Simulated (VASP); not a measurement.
# Al5BP6 in VASP: a series of runs

Al5BP6 is run at these levels: PBE; tasks: single point.

All numbers are computed with VASP 6.6.1; they aren't measurements. Logs are shortened: lines on timing, memory, paths and dates and some standing lists are left out, and cuts for length are marked.

## Step 1: The cell of the first run

It takes space group P31m (No. 157, trigonal). Conventional cell: a = 6.536 Å, b = 6.536 Å, c = 6.202 Å, α = 90.00°, β = 90.00°, γ = 120.00°. Al (site symmetry m) has 4 P at 2.34 to 2.40 Å within 3.1 Å. Within 3.1 Å of Al (site symmetry 3) lie 4 P at 2.38 to 2.43 Å. Within 2.7 Å of B (site symmetry 3m) lie 4 P at 2.03 Å. P (site symmetry m) has 1 B at 2.03 Å and 3 Al at 2.40 to 2.43 Å within 2.7 Å. P (site symmetry 3m) has 1 B at 2.03 Å and 3 Al at 2.35 Å within 2.7 Å. Within 3.1 Å of P (site symmetry 3) lie 4 Al at 2.34 to 2.38 Å.

## Step 2: Single point, PBE

INCAR

```
SYSTEM = Al5BP6
  PREC = Accurate
  ENCUT = 520
  EDIFF = 1E-6
  ISMEAR = 0
  SIGMA = 0.1
  LREAL = .False.
  LASPH = .True.
  NELM = 100
  ALGO = Normal
  ISIF = 2
  LWAVE = .False.
  LCHARG = .False.
  GGA = PE
  NBANDS = 36
```

KPOINTS

```
regular mesh
0
Gamma
  2 3 3
  0 0 0
```

POSCAR

```
Al5BP6
1.0
    0.0000000000      0.0000000000      6.2022657475
    6.5358541687      0.0000000000      0.0000000000
   -3.2679270844      5.6602157455      0.0000000000
Al B P
5 1 6
Direct
    0.0003261171      0.6809009671      0.0000000000
    0.0003261171      0.3190990329      0.3190990329
    0.0003261171      1.0000000000      0.6809009671
    0.5004819204      0.6666666667      0.3333333333
    0.5004819204      0.3333333333      0.6666666667
    0.4982491414      0.0000000000      0.0000000000
    0.3858851576      0.7083599790      0.0000000000
    0.3858851576      0.2916400210      0.2916400210
    0.3858851576      1.0000000000      0.7083599790
    0.8251442650      0.0000000000      0.0000000000
    0.8835044943      0.6666666667      0.3333333333
    0.8835044943      0.3333333333      0.6666666667
```

Potentials or basis: VASP PAW PBE potentials, release 64 (Al, B, P).

On the command line:

```sh
$ cat potpaw_PBE.64/Al/POTCAR potpaw_PBE.64/B/POTCAR potpaw_PBE.64/P/POTCAR > POTCAR
$ mpirun -np 1 vasp_std > vasp.out
```

OUTCAR:

```text
SYSTEM = Al5BP6
   PREC = Accurate
   ENCUT = 520
   EDIFF = 1E-6
   ISMEAR = 0
   LREAL = .False.
   LASPH = .True.
   NELM = 100
   ISIF = 2
   GGA = PE

 ion  position               nearest neighbor table
   1  0.000  0.681  0.000-  11 2.34  12 2.34  10 2.35   7 2.40
   2  0.000  0.319  0.319-  11 2.34  12 2.34  10 2.35   8 2.40
   3  0.000  0.000  0.681-  12 2.34  11 2.34  10 2.35   9 2.40
   4  0.500  0.667  0.333-  11 2.38   7 2.43   9 2.43   8 2.43
   5  0.500  0.333  0.667-  12 2.38   9 2.43   7 2.43   8 2.43
   6  0.498  0.000  0.000-  10 2.03   8 2.03   7 2.03   9 2.03
   7  0.386  0.708  0.000-   6 2.03   1 2.40   4 2.43   5 2.43
   8  0.386  0.292  0.292-   6 2.03   2 2.40   4 2.43   5 2.43
   9  0.386  0.000  0.708-   6 2.03   3 2.40   5 2.43   4 2.43
  10  0.825  0.000  0.000-   6 2.03   2 2.35   1 2.35   3 2.35
  11  0.884  0.667  0.333-   1 2.34   3 2.34   2 2.34   4 2.38
  12  0.884  0.333  0.667-   3 2.34   1 2.34   2 2.34   5 2.38

  LATTYP: Found a hexagonal cell.
 ALAT       =     6.5358541687
 C/A-ratio  =     0.9489602411

  Lattice vectors:

 A1 = (   6.5358541687,   0.0000000000,   0.0000000000)
 A2 = (  -3.2679270844,   5.6602157455,   0.0000000000)
 A3 = (   0.0000000000,   0.0000000000,   6.2022657475)

Analysis of symmetry for initial positions (statically):
=====================================================================
 Subroutine PRICEL returns:
 Original cell was already a primitive cell.

 Routine SETGRP: Setting up the symmetry group for a
 hexagonal supercell.

 Subroutine GETGRP returns: Found  6 space group operations
 (whereof  6 operations were pure point group operations)
 out of a pool of 24 trial point group operations.

The static configuration has the point symmetry C_3v.

Analysis of symmetry for dynamics (positions and initial velocities):
=====================================================================
 Subroutine PRICEL returns:
 Original cell was already a primitive cell.

 Routine SETGRP: Setting up the symmetry group for a
 hexagonal supercell.

 Subroutine GETGRP returns: Found  6 space group operations
 (whereof  6 operations were pure point group operations)
 out of a pool of 24 trial point group operations.

The dynamic configuration has the point symmetry C_3v.

 Subroutine INISYM returns: Found  6 space group operations
 (whereof  6 operations are pure point group operations),
 and found     1 'primitive' translations

----------------------------------------------------------------------------------------

                                     Primitive cell

  volume of cell :     229.4488

  direct lattice vectors                    reciprocal lattice vectors
     0.000000000  0.000000000  6.202265748     0.000000000  0.000000000  0.161231402
     6.535854169  0.000000000  0.000000000     0.153002190  0.088335855  0.000000000
    -3.267927084  5.660215746  0.000000000     0.000000000  0.176671711  0.000000000

  length of vectors
     6.202265748  6.535854169  6.535854169     0.161231402  0.176671711  0.176671711

  position of ions in fractional coordinates (direct lattice)
     0.000326117  0.680900967  0.000000000
     0.000326117  0.319099033  0.319099033
     0.000326117  0.000000000  0.680900967
     0.500481920  0.666666667  0.333333333
     0.500481920  0.333333333  0.666666667
     0.498249141  0.000000000  0.000000000
     0.385885158  0.708359979  0.000000000
     0.385885158  0.291640021  0.291640021
     0.385885158  0.000000000  0.708359979
     0.825144265  0.000000000  0.000000000
     0.883504494  0.666666667  0.333333333
     0.883504494  0.333333333  0.666666667

  ion indices of the primitive-cell ions
   primitive index   ion index
                 1           1
                 2           2
                 3           3
                 4           4
                 5           5
                 6           6
                 7           7
                 8           8
                 9           9
                10          10
                11          11
                12          12

----------------------------------------------------------------------------------------

 KPOINTS: regular mesh

Automatic generation of k-mesh.
 Grid dimensions read from file:
 generate k-points for:    2    3    3

 Generating k-lattice:

  Cartesian coordinates                     Fractional coordinates (reciprocal lattice)
     0.000000000  0.000000000  0.080615701     0.500000000  0.000000000  0.000000000
     0.051000730  0.029445285  0.000000000     0.000000000  0.333333333  0.000000000
     0.000000000  0.058890570  0.000000000     0.000000000  0.000000000  0.333333333

  Length of vectors
     0.080615701  0.058890570  0.058890570

  Shift w.r.t. Gamma in fractional coordinates (k-lattice)
     0.000000000  0.000000000  0.000000000

 Subroutine IBZKPT returns following result:
 ===========================================

 Found      6 irreducible k-points:

 Following reciprocal coordinates:
            Coordinates               Weight
  0.000000  0.000000  0.000000      1.000000
  0.500000  0.000000  0.000000      1.000000
  0.000000  0.333333 -0.000000      6.000000
  0.500000  0.333333 -0.000000      6.000000
  0.000000  0.333333  0.333333      2.000000
  0.500000  0.333333  0.333333      2.000000
   k-points           NKPTS =      6   k-points in BZ     NKDIM =      6   number of bands    NBANDS=     36
   number of dos      NEDOS =    301   number of ions     NIONS =     12
   total plane-waves  NPLWV = 120000
   dimension x,y,z NGX =    48 NGY =   50 NGZ =   50
   dimension x,y,z NGXF=    96 NGYF=  100 NGZF=  100
   ions per type =               5   1   6
   NGX,Y,Z   is equivalent  to a cutoff of  12.87, 12.72, 12.72 a.u.
   NGXF,Y,Z  is equivalent  to a cutoff of  25.73, 25.44, 25.44 a.u.
 SYSTEM =  Al5BP6
   PREC   = accura    normal or accurate (medium, high low for compatibility)
   ISTART =      0    job   : 0-new  1-cont  2-samecut
   ICHARG =      2    charge: 1-file 2-atom 10-const
   ISPIN  =      1    spin polarized calculation?
   LNONCOLLINEAR =      F non collinear calculations
   LSORBIT =      F    spin-orbit coupling
   LASPH  =      T    aspherical Exc in radial PAW
   ENCUT  =  520.0 eV  38.22 Ry    6.18 a.u.  11.53 12.15 12.15*2*pi/ulx,y,z
   NELM   =    100;   NELMIN=  2; NELMDL= -5     # of ELM steps
   EDIFF  = 0.1E-05   stopping-criterion for ELM
   LREAL  =      F    real-space projection
   EDIFFG = 0.1E-04   stopping-criterion for IOM
   NSW    =      0    number of steps for IOM
   IBRION =     -1    ionic relax: 0-MD 1-quasi-New 2-CG
   NFREE  =      0    steps in history (QN), initial steepest desc. (CG)
   ISIF   =      2    stress and relaxation
   ISYM   =      2    0-nonsym 1-usesym 2-fastsym
   POTIM  = 0.5000    time-step for ionic-motion
   TEBEG  =    0.0;   TEEND  =   0.0 temperature during run
   PSTRESS=    0.0 pullay stress
   NELECT =      48.0000    total number of electrons
   NUPDOWN=      -1.0000    fix difference up-down
   EMIN   =  10.00;   EMAX   =-10.00  energy-range for DOS
   EFERMI =   0.00;   METHOD = LEGACY
   ISMEAR =     0;   SIGMA  =   0.10  broadening in eV -4-tet -1-fermi 0-gaus
   EFERMI_NEDOS =   21; number of points for ismear=-14 and -15
   IALGO  =     38    algorithm
   IMIX   =      4    mixing-type and parameters
     AMIX     =   0.40;   BMIX     =  1.00
     AMIX_MAG =   1.60;   BMIX_MAG =  1.00
  volume/ion in A,a.u.               =      19.12       129.03
  Fermi-wavevector in a.u.,A,eV,Ry     =   0.971837  1.836505 12.850250  0.944467
  Thomas-Fermi vector in A             =   2.102086
   LORBIT       =      0    0 simple, 1 ext, 2 COOP (PROOUT), +10 PAW based schemes
   GGA     = PE    functional components
   LHFCALC =     F    Hartree Fock is set to
   AEXX    =    0.0000 exact exchange contribution
   IVDW    =     0    specifies the selected vdW correction
   LEPSILON=     F    determine dielectric tensor
   LRPA    =     F    only Hartree local field effects (RPA)
 non-spin polarized calculation
 Gauss-broadening in eV      SIGMA  =   0.10
  energy-cutoff  :      520.00
  volume of cell :      229.45
 maximum number of plane-waves:      6186
 NGX is ok and might be reduce to    48
   NGX = 23   NGY = 25   NGZ = 25

 number of electron      48.0000002 magnetization

 Free energy of the ion-electron system (eV)
  ---------------------------------------------------
  ext. energy  EPLUGINS =         0.00000000
  ---------------------------------------------------
  free energy    TOTEN  =       -63.80630650 eV

  energy without entropy =      -63.80630650  energy(sigma->0) =      -63.80630650

 E-fermi :   5.5261     XC(G=0):  -9.3695

 val. band max:        5.0398761060   @ k =   0.0000   0.0000   0.0000
 cond. band min:       6.7349488412   @ k =   0.5000   0.3333   0.3333
 fundamental gap:      1.6950727353
 Fermi energy:         5.5260739678

 k-point     1 :       0.0000    0.0000    0.0000
  band No.  band energies     occupation
      1      -7.3322      2.00000
      2      -5.4092      2.00000
      3      -4.8296      2.00000
      4      -4.7466      2.00000
      5      -4.7466      2.00000
      6      -4.5371      2.00000
[... 28 lines left out ...]
     35      10.7513      0.00000
     36      11.0469      0.00000

 k-point     2 :       0.5000    0.0000    0.0000
  band No.  band energies     occupation
      1      -6.9186      2.00000
      2      -6.2219      2.00000
      3      -4.7433      2.00000
      4      -4.6858      2.00000
      5      -4.6858      2.00000
      6      -4.4813      2.00000
[... 28 lines left out ...]
     35       9.8869      0.00000
     36       9.8872      0.00000
[... 115 lines left out ...]
     35       9.5936      0.00000
     36       9.5936      0.00000

 k-point     6 :       0.5000    0.3333    0.3333
  band No.  band energies     occupation
      1      -6.5283      2.00000
      2      -5.3800      2.00000
      3      -5.2489      2.00000
      4      -5.2489      2.00000
      5      -5.2169      2.00000
      6      -5.2169      2.00000
[... 28 lines left out ...]
     35       9.0675      0.00000
     36       9.4591      0.00000

------------------------ aborting loop because EDIFF is reached ----------------------------------------

  FORCE on cell =-STRESS in cart. coord.  units (eV):
  Direction    XX          YY          ZZ          XY          YZ          ZX
  --------------------------------------------------------------------------------------
  -------------------------------------------------------------------------------------
  Total       -0.2125798     -0.2125798     -0.0921578      0.0000000      0.0000000      0.0000000
  in kB       -1.4843862     -1.4843862     -0.6435126      0.0000000      0.0000000      0.0000000
  external PRESSURE =      -1.2040950 kB  Pullay stress =       0.0000000 kB

 VOLUME and BASIS-vectors are now :
 -----------------------------------------------------------------------------
  energy-cutoff  :      520.00
  volume of cell :      229.45
      direct lattice vectors                 reciprocal lattice vectors
     0.000000000  0.000000000  6.202265748     0.000000000  0.000000000  0.161231402
     6.535854169  0.000000000  0.000000000     0.153002190  0.088335855  0.000000000
    -3.267927084  5.660215746  0.000000000     0.000000000  0.176671711  0.000000000

 POSITION                                       TOTAL-FORCE (eV/Angst)
 -----------------------------------------------------------------------------------
      4.45027      0.00000      0.00202        -0.014421      0.000000     -0.003768
      1.04279      1.80617      0.00202         0.007210      0.012489     -0.003768
     -2.22513      3.85405      0.00202         0.007210     -0.012489     -0.003768
      3.26793      1.88674      3.10412        -0.000000      0.000000     -0.000869
     -0.00000      3.77348      3.10412        -0.000000      0.000000     -0.000869
      0.00000      0.00000      3.09027        -0.000000      0.000000     -0.019368
      4.62974      0.00000      2.39336        -0.044384      0.000000      0.001763
      0.95306      1.65075      2.39336         0.022192      0.038438      0.001763
     -2.31487      4.00947      2.39336         0.022192     -0.038438      0.001763
      0.00000      0.00000      5.11776        -0.000000      0.000000      0.005457
      3.26793      1.88674      5.47973        -0.000000      0.000000      0.010833
     -0.00000      3.77348      5.47973        -0.000000      0.000000      0.010833
 -----------------------------------------------------------------------------------
    total drift:                                0.000000      0.000001     -0.000288

  FREE ENERGIE OF THE ION-ELECTRON SYSTEM (eV)
  ---------------------------------------------------
  free  energy   TOTEN  =       -63.8063065028 eV

  energy  without entropy=      -63.8063065028  energy(sigma->0) =      -63.80630650
```

Wall time 26 s (1 thread of Intel Xeon 6975P-C (Granite Rapids), shared host); peak memory 0.34 GiB.

Results:

```yaml
Free_energy: -63.8063 eV
Pressure: -0.1 GPa
Largest_force: 0.044 eV/Å
Band_gap_on_the_k_mesh: 1.70 eV, indirect (least direct gap 1.99 eV)
```

Forces in eV/Å, atoms in the order of the input:
```
Al  -0.014  0.000 -0.004
Al   0.007  0.012 -0.004
Al   0.007 -0.012 -0.004
Al   0.000  0.000 -0.001
Al   0.000  0.000 -0.001
B    0.000  0.000 -0.019
P   -0.044  0.000  0.002
P    0.022  0.038  0.002
P    0.022 -0.038  0.002
P    0.000  0.000  0.005
P    0.000  0.000  0.011
P    0.000  0.000  0.011
```

Stress tensor (GPa, compression positive):
```
-0.15  0.00  0.00
 0.00 -0.15  0.00
 0.00  0.00 -0.06
```

Caveat: the k points lie up to 0.51 Å⁻¹ apart. A k mesh can miss the band edges.

## Step 3: Single point, PBE

This run uses another cell than the first one, of 17.17 Å³/atom, 0.898 times its volume.

INCAR

```
PREC     = Accurate       # precision mode
ENCUT    = 520            # plane-wave cutoff, eV
EDIFF    = 1E-7           # SCF threshold, eV
ISMEAR   = 0              # smearing method
SIGMA    = 0.1            # smearing width, eV
LREAL    = F              # projectors in reciprocal space
LASPH    = T              # aspherical terms in the spheres
NELM     = 100            # most SCF steps
ALGO     = Normal         # electronic algorithm
ISIF     = 2              # what is computed and relaxed
LWAVE    = F              # write WAVECAR
LCHARG   = T              # write CHGCAR
GGA      = PE             # functional
LELF     = T              # ELF
LVHAR    = T            
NBANDS   = 36             # bands
```

KPOINTS

```
Automatic mesh
0
Gamma
  3 3 4
```

POSCAR

```
Al5BP6
1.0
    6.3082256400      0.0000000000      0.0000000000
   -3.1541128200      5.4630836600      0.0000000000
    0.0000000000      0.0000000000      5.9779972300
Al B P
5 1 6
Direct
    0.6666666700      0.0000000000      0.0000690000
    0.3333333300      0.3333333300      0.0000690000
    0.0000000000      0.6666666700      0.0000690000
    0.6666666700      0.3333333300      0.5000690000
    0.3333333300      0.6666666700      0.5000690000
    0.0000000000      0.0000000000      0.5000690000
    0.6666666700      0.0000000000      0.3749310100
    0.3333333300      0.3333333300      0.3749310100
    0.0000000000      0.6666666700      0.3749310100
    0.0000000000      0.0000000000      0.8749310100
    0.6666666700      0.3333333300      0.8749310100
    0.3333333300      0.6666666700      0.8749310100
```

Potentials or basis: VASP PAW PBE potentials, release 64 (Al, B, P).

On the command line:

```sh
$ cat potpaw_PBE.64/Al/POTCAR potpaw_PBE.64/B/POTCAR potpaw_PBE.64/P/POTCAR > POTCAR
$ mpirun -np 1 vasp_std > vasp.out
```

It took 42 s on 1 thread of Intel Xeon 6975P-C (Granite Rapids), shared host; peak memory 0.34 GiB.

The run converged. Its results:

```
Free energy            : -60.8329 eV
Pressure               : 15.6 GPa
Largest force          : 3.340 eV/Å
Band gap on the k mesh : 1.19 eV, indirect (least direct gap 1.76 eV)
```

Forces in eV/Å, atoms in the order of the input:
```
Al   0.032  0.000 -0.098
Al  -0.016 -0.028 -0.098
Al  -0.016  0.028 -0.098
Al   0.000  0.000  0.222
Al   0.000  0.000  0.222
B    0.000  0.000  0.063
P    3.189  0.000  0.996
P   -1.594 -2.761  0.996
P   -1.594  2.761  0.996
P    0.000  0.000 -3.136
P    0.000  0.000 -0.032
P    0.000  0.000 -0.032
```

Stress tensor (GPa, compression positive):
```
15.47  0.00  0.00
 0.00 15.47  0.00
 0.00  0.00 15.99
```

Levels at points of the mesh, in eV from the valence-band top:
```
           k point  band 22  band 23  band 24  band 25  band 26  band 27
(0.00, 0.00, 0.00)    -0.16     0.00     0.00     1.76     1.76     2.48
(0.00, 0.00, 0.50)    -0.71    -0.59    -0.59     2.01     3.20     3.36
```

Caveat: forces of over 1 eV/Å act on the atoms, so gaps and moduli don't describe the material at rest. PBE gaps usually lie below the measured ones, often by a third to a half.

[end of part 1 of 2]
